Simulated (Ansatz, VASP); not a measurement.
# One calculation of Cu, two programs

```xyz
1
Lattice="-1.4428 1.4428 1.3761 1.4428 -1.4428 1.3761 1.4428 1.4428 -1.3761" Properties=species:S:1:pos:R:3 pbc="T T T"
Cu    0.0000    0.0000    0.0000
```

Alike in both runs: task single point; functional PBE; k mesh 13 × 13 × 13; occupations gaussian, width 0.013 eV; no spin polarisation.

|  | VASP | Ansatz |
| --- | --- | --- |
| version | VASP 6.6.1 | Ansatz 0.2.0 |
| potentials or method | VASP PAW PBE potentials, release 64 (Cu) | Ansatz PAW |
| plane-wave cutoff (eV) | 520 | 420 |
| valence electrons in the cell | 11 | 19 |

VASP gave:

- gap on the k mesh at the Fermi level (eV): none
- pressure (GPa): 7.8
- traceless stress, the component that is largest in VASP (GPa): -0.06

**Question.** What did Ansatz give for the same quantities?

**Answer.** gap on the k mesh at the Fermi level (eV): none; pressure (GPa): 7.2; traceless stress, the component that is largest in VASP (GPa): 0.20.

A gap of «none» marks a metal or a gap that the smearing closes. VASP's potentials hold 11 valence electrons a cell and Ansatz's 19, so a difference there can come from the potentials and not from the codes.
